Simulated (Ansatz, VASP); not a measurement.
**One calculation of CdTe, two programs**

```
Te Cd
1.0
     0.00000    3.20500    3.20500
     3.20500    0.00000    3.20500
     3.20500    3.20500    0.00000
Te Cd
1 1
Cartesian
  4.8075 4.8075 4.8075
  0.0000 0.0000 0.0000
```

Alike in both runs: task single point; functional PBE; k mesh 7 × 7 × 7; occupations gaussian, width 0.022 eV; no spin polarisation.

|  | VASP | Ansatz |
| --- | --- | --- |
| version | VASP 6.6.1 | Ansatz 0.2.0 |
| potentials or method | VASP PAW PBE potentials, release 64 (Te, Cd), cutoff 520 eV | all-electron LAPW, scalar-relativistic |

|  | VASP | Ansatz | Ansatz less VASP |
| --- | --- | --- | --- |
| gap on the k mesh at the Fermi level (eV) | 0.87 | 0.87 | -0.001 |
| least direct gap on the mesh (eV) | 0.87 | 0.87 | -0.001 |
| pressure (GPa) | 4.4 | 4.3 | -0.14 |

Ansatz ran all-electron here, and VASP with PAW potentials.

Spin-orbit coupling is off throughout.
